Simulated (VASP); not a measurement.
# SnTe: single point with r2SCAN

SnTe:

```xyz
2
Lattice="0.0000 3.1893 3.1893 3.1893 0.0000 3.1893 3.1893 3.1893 0.0000" Properties=species:S:1:pos:R:3 pbc="T T T"
Sn    0.0000    0.0000    0.0000
Te    3.1893    3.1893    3.1893
```

```yaml
Program: VASP 6.6.1
Task: single point
Functional: r2SCAN
Potentials_or_basis: VASP PAW PBE potentials, release 64 (Sn_d, Te)
Cutoff: 520 eV
k_mesh: 8 × 8 × 8
Occupations: fermi-dirac, width 0.02 eV
Spin: no spin polarisation
```

```json
{
 "Pressure": "-0.1 GPa",
 "Band gap on the k mesh": "0.14 eV"
}
```

Levels at points of the mesh, in eV from the valence-band top:
```csv
k point,band 8,band 9,band 10,band 11,band 12,band 13
"(0.00, 0.00, 0.00)",-2.38,-2.38,-2.38,3.36,3.36,3.36
"(0.50, 0.00, 0.00)",-2.02,-2.02,0.00,0.14,0.34,0.34
"(0.50, 0.50, 0.00)",-5.71,-3.93,-3.93,2.47,4.94,4.94
```

Wall time 2.5 min on 1 thread of AMD EPYC 7R43 64-Core Processor (Zen 3) (shared host), peak memory 0.19 GiB.

Caveat: the PAW data sets were made with another functional, which shifts forces and pressure a little; spin-orbit coupling is left out, which moves the levels of the heavy elements. A k mesh can miss the band edges.
